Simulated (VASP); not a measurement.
# C (Cmme) in VASP: further runs

Runs on C. Level: PBEsol. Tasks: single point.

Program: VASP 6.6.1. These are calculated values, not measurements. Logs are shortened: lines on timing, memory, paths and dates and some standing lists are left out, and cuts for length are marked.

**1. The cell of the first run**

Symmetry: Cmme, No. 67, orthorhombic system. Conventional cell: a = 2.456 Å, b = 4.254 Å, c = 7.173 Å, α = 90.00°, β = 90.00°, γ = 90.00°. Within 1.9 Å of C (site symmetry m) lie 3 C at 1.42 Å.

**2. Single point, PBEsol**

The input, INCAR:

```
  ALGO = Normal
  EDIFF = 1E-6
  ENCUT = 520
  GGA = PS
  ISIF = 2
  ISMEAR = 1
  LASPH = T
  LCHARG = T
  LELF = T
  LREAL = F
  LVHAR = T
  LWAVE = F
  NBANDS = 16
  NELM = 60
  PREC = Accurate
  SIGMA = 0.0386
```

The input, KPOINTS:

```
k-points
0
Gamma
  3 3 1
```

The input, POSCAR:

```
C
1.0
    1.2280480000     -2.1270620000      0.0000000000
    1.2280480000      2.1270620000      0.0000000000
    0.0000000000      0.0000000000      7.1732680000
C
4
Direct
    0.0833790000      0.9166210000      0.7531380000
    0.5833790000      0.4166210000      0.2468620000
    0.9166210000      0.0833790000      0.2468620000
    0.4166210000      0.5833790000      0.7531380000
```

Potentials or basis: VASP PAW PBE potentials, release 64 (C).

Launch:

```sh
cat potpaw_PBE.64/C/POTCAR > POTCAR
mpirun -np 1 vasp_std > vasp.out
```

OUTCAR:

```text
EDIFF = 1E-6
   ENCUT = 520
   GGA = PS
   ISIF = 2
   ISMEAR = 1
   LASPH = T
   LREAL = F
   NELM = 60
   PREC = Accurate

 ion  position               nearest neighbor table
   1  0.083  0.917  0.753-   4 1.42   4 1.42   4 1.42
   2  0.583  0.417  0.247-   3 1.42   3 1.42   3 1.42
   3  0.917  0.083  0.247-   2 1.42   2 1.42   2 1.42
   4  0.417  0.583  0.753-   1 1.42   1 1.42   1 1.42

  LATTYP: Found a hexagonal cell.
 ALAT       =     2.4561137274
 C/A-ratio  =     2.9205764863

  Lattice vectors:

 A1 = (   1.2280480000,  -2.1270620000,   0.0000000000)
 A2 = (   1.2280480000,   2.1270620000,   0.0000000000)
 A3 = (   0.0000000000,   0.0000000000,   7.1732680000)

Analysis of symmetry for initial positions (statically):
=====================================================================
 Subroutine PRICEL returns:
 Original cell was already a primitive cell.

 Routine SETGRP: Setting up the symmetry group for a
 hexagonal supercell.

 Subroutine GETGRP returns: Found  8 space group operations
 (whereof  4 operations were pure point group operations)
 out of a pool of 24 trial point group operations.

The static configuration has the point symmetry C_2h.
 The point group associated with its full space group is D_2h.

Analysis of symmetry for dynamics (positions and initial velocities):
=====================================================================
 Subroutine PRICEL returns:
 Original cell was already a primitive cell.

 Routine SETGRP: Setting up the symmetry group for a
 hexagonal supercell.

 Subroutine GETGRP returns: Found  8 space group operations
 (whereof  4 operations were pure point group operations)
 out of a pool of 24 trial point group operations.

The dynamic configuration has the point symmetry C_2h.
 The point group associated with its full space group is D_2h.

 Subroutine INISYM returns: Found  8 space group operations
 (whereof  4 operations are pure point group operations),
 and found     1 'primitive' translations

----------------------------------------------------------------------------------------

                                     Primitive cell

  volume of cell :      37.4751

  direct lattice vectors                    reciprocal lattice vectors
[... 68 lines left out ...]
   ENCUT  =  520.0 eV  38.22 Ry    6.18 a.u.   4.57  4.57 13.34*2*pi/ulx,y,z
   NELM   =     60;   NELMIN=  2; NELMDL= -5     # of ELM steps
   EDIFF  = 0.1E-05   stopping-criterion for ELM
   LREAL  =      F    real-space projection
   EDIFFG = 0.1E-04   stopping-criterion for IOM
   NSW    =      0    number of steps for IOM
   IBRION =     -1    ionic relax: 0-MD 1-quasi-New 2-CG
   NFREE  =      0    steps in history (QN), initial steepest desc. (CG)
   ISIF   =      2    stress and relaxation
   ISYM   =      2    0-nonsym 1-usesym 2-fastsym
   POTIM  = 0.5000    time-step for ionic-motion
   TEBEG  =    0.0;   TEEND  =   0.0 temperature during run
   PSTRESS=    0.0 pullay stress
   NELECT =      16.0000    total number of electrons
   NUPDOWN=      -1.0000    fix difference up-down
   EMIN   =  10.00;   EMAX   =-10.00  energy-range for DOS
   EFERMI =   0.00;   METHOD = LEGACY
   ISMEAR =     1;   SIGMA  =   0.04  broadening in eV -4-tet -1-fermi 0-gaus
   EFERMI_NEDOS =   21; number of points for ismear=-14 and -15
   IALGO  =     38    algorithm
   IMIX   =      4    mixing-type and parameters
     AMIX     =   0.40;   BMIX     =  1.00
     AMIX_MAG =   1.60;   BMIX_MAG =  1.00
  volume/ion in A,a.u.               =       9.37        63.22
  Fermi-wavevector in a.u.,A,eV,Ry     =   1.232728  2.329518 20.675667  1.519619
  Thomas-Fermi vector in A             =   2.367487
   LORBIT       =      0    0 simple, 1 ext, 2 COOP (PROOUT), +10 PAW based schemes
   GGA     = PS    functional components
   LHFCALC =     F    Hartree Fock is set to
   AEXX    =    0.0000 exact exchange contribution
   IVDW    =     0    specifies the selected vdW correction
   LEPSILON=     F    determine dielectric tensor
   LRPA    =     F    only Hartree local field effects (RPA)
 non-spin polarized calculation
 Methfessel and Paxton  Order N= 1 SIGMA  =   0.04
  energy-cutoff  :      520.00
  volume of cell :       37.48
 maximum number of plane-waves:      1018
 NGX is ok and might be reduce to    18
   NGX =  9   NGY =  9   NGZ = 27

 number of electron      15.9999996 magnetization

 Free energy of the ion-electron system (eV)
  ---------------------------------------------------
  ext. energy  EPLUGINS =         0.00000000
  ---------------------------------------------------
  free energy    TOTEN  =       -37.60035785 eV

  energy without entropy =      -37.60085518  energy(sigma->0) =      -37.60052363

 E-fermi :   3.9799     XC(G=0): -10.0985

 val. band max:        3.9473887824   @ k =   0.3333   0.3333   0.0000
 cond. band min:       4.2525355985   @ k =   0.3333   0.3333   0.0000
 fundamental gap:      0.3051468161
 Fermi energy:         3.9798854360

 k-point     1 :       0.0000    0.0000    0.0000
  band No.  band energies     occupation
      1     -15.5370      2.00000
      2     -15.3553      2.00000
      3      -4.2882      2.00000
      4      -2.8672      2.00000
      5       1.1367      2.00000
      6       1.1427      2.00000
[... 53 lines left out ...]
      3      -8.4169      2.00000
      4      -8.3695      2.00000
      5      -6.5663      2.00000
      6      -6.5421      2.00000
[... 8 lines left out ...]
     15      16.5892      0.00000
     16      18.9524      0.00000

------------------------ aborting loop because EDIFF is reached ----------------------------------------

  FORCE on cell =-STRESS in cart. coord.  units (eV):
  Direction    XX          YY          ZZ          XY          YZ          ZX
  --------------------------------------------------------------------------------------
  -------------------------------------------------------------------------------------
  Total        1.9309825      1.1810353     -0.7964944      0.0000000      0.0000000      0.0000000
  in kB       82.5555689     50.4929719    -34.0526398      0.0000000      0.0000000      0.0000000
  external PRESSURE =      32.9986336 kB  Pullay stress =       0.0000000 kB

 VOLUME and BASIS-vectors are now :
 -----------------------------------------------------------------------------
  energy-cutoff  :      520.00
  volume of cell :       37.48
      direct lattice vectors                 reciprocal lattice vectors
     1.228048000 -2.127062000  0.000000000     0.407150209 -0.235066021  0.000000000
     1.228048000  2.127062000  0.000000000     0.407150209  0.235066021  0.000000000
     0.000000000  0.000000000  7.173268000     0.000000000  0.000000000  0.139406474

 POSITION                                       TOTAL-FORCE (eV/Angst)
 -----------------------------------------------------------------------------------
      1.22805      1.77236      5.40246         0.000000      0.094648      0.010480
      1.22805     -0.35470      1.77081         0.000000      0.094648     -0.010480
      1.22805     -1.77236      1.77081         0.000000     -0.094648     -0.010480
      1.22805      0.35470      5.40246         0.000000     -0.094648      0.010480
 -----------------------------------------------------------------------------------
    total drift:                                0.000000     -0.000000      0.000000

  FREE ENERGIE OF THE ION-ELECTRON SYSTEM (eV)
  ---------------------------------------------------
  free  energy   TOTEN  =       -37.6003578503 eV

  energy  without entropy=      -37.6008551817  energy(sigma->0) =      -37.60052363
```

stdout:

```text
POSCAR found type information on POSCAR C
 POSCAR found :  1 types and       4 ions
 scaLAPACK will be used
 -----------------------------------------------------------------------------
|                                                                             |
|                                                                             |
|     You enforced a specific xc type in the INCAR file but a different       |
|     I HOPE YOU KNOW WHAT YOU ARE DOING!                                     |
|                                                                             |
 -----------------------------------------------------------------------------

 LDA part: xc-table for (Slater+PW92), standard interpolation
 POSCAR, INCAR and KPOINTS ok, starting setup
 FFT: planning ... GRIDC
 FFT: planning ... GRID_SOFT
 FFT: planning ... GRID
 WAVECAR not read
 entering main loop
```

It took 6.4 s on 1 thread of AMD EPYC 9R45, shared host; peak memory 0.1 GiB.

Results:

* Free energy: -37.6004 eV
* Pressure: 3.3 GPa
* Largest force: 0.095 eV/Å
* Band gap on the k mesh: 0.31 eV

Forces on the atoms (eV/Å):
```
C    0.000  0.095  0.010
C    0.000  0.095 -0.010
C    0.000 -0.095 -0.010
C    0.000 -0.095  0.010
```

Stress tensor (GPa, compression positive):
```
 8.26  0.00  0.00
 0.00  5.05  0.00
 0.00  0.00 -3.41
```

Caveat: the k points lie up to 0.98 Å⁻¹ apart; the PAW data sets were made with another functional, which shifts forces and pressure a little; this functional lacks dispersion, which binds the layers, so the pressure and a relaxed spacing across them are unreliable. A k mesh can miss the band edges.

[end of part 1 of 2]
